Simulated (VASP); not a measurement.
Runs of VASP 6.6.1 on Ca2Ge2N. The structure is that of space group P4/mmm (No. 123), or close to it. The cells are those of the table. 

```csv
task,cell,k mesh,cutoff (eV),gap on the mesh (eV),pressure (GPa),largest force (eV/Å)
relaxation of cell and atoms,"relaxed from a = 3.954, b = 3.954, c = 6.608 Å, 5 atoms",4 × 4 × 4,600,none,0.0,0.01
single point,"a = 5.406, b = 5.406, c = 4.786 Å, 5 atoms",4 × 4 × 4,520,none,0.1,-
single point,"a = 3.954, b = 3.954, c = 6.608 Å, 5 atoms",4 × 4 × 4,520,none,(a),5.88
single point,"a = 5.448, b = 5.448, c = 4.713 Å, 5 atoms",8 × 8 × 8,520,none,0.0,0.01
```

Alike in all rows: level PBE; potentials or basis VASP PAW PBE potentials, release 64 (Ca_sv, Ge_d, N); no spin polarisation; smearing gaussian 0.1 eV.

**Question.** Estimate the missing entries.

**Answer.** (a) 21.3.

Caveats: some runs use coarse meshes; forces of over 1 eV/Å act on the atoms, so gaps and moduli don't describe the material at rest (some runs).

A k mesh can miss the band edges, and the runs leave out spin-orbit coupling on Ge.

A gap of «none» marks levels without a gap at the run's occupations.
